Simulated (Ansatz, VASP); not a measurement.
## Fe in VASP and in Ansatz

```
CELL_PARAMETERS angstrom
2.40126 0.00000 0.00000
-1.20063 2.07955 0.00000
0.00000 0.00000 3.79001
ATOMIC_POSITIONS crystal
Fe 0.33333 0.66667 0.25000
Fe 0.66667 0.33333 0.75000
```

Change from the starting cell: volume scaled by 0.96, crystal datasets.

Alike in both runs: task electric field gradients; functional PBEsol; k mesh 17 × 17 × 10; occupations fermi-dirac, width 0.08 eV; no spin polarisation.

|  | VASP | Ansatz |
| --- | --- | --- |
| version | VASP 6.6.1 | Ansatz 0.2.0 |
| potentials or method | VASP PAW PBE potentials, release 64 (Fe), cutoff 520 eV | all-electron PAW with datasets made for the crystal, scalar-relativistic |

|  | VASP | Ansatz | Ansatz less VASP |
| --- | --- | --- | --- |
| pressure (GPa) | 12.5 | 13.0 | +0.45 |
| traceless stress, the component that is largest in VASP (GPa) | 0.92 | 1.04 | +0.116 |
| size of Vzz on the site where it differs most (V/Å²) | 8.8 | 4.9 | -3.92 |

VASP's potentials were made for PBE, not for PBEsol. Ansatz ran all-electron here, and VASP with PAW potentials. Ansatz's warnings: printed levels off.
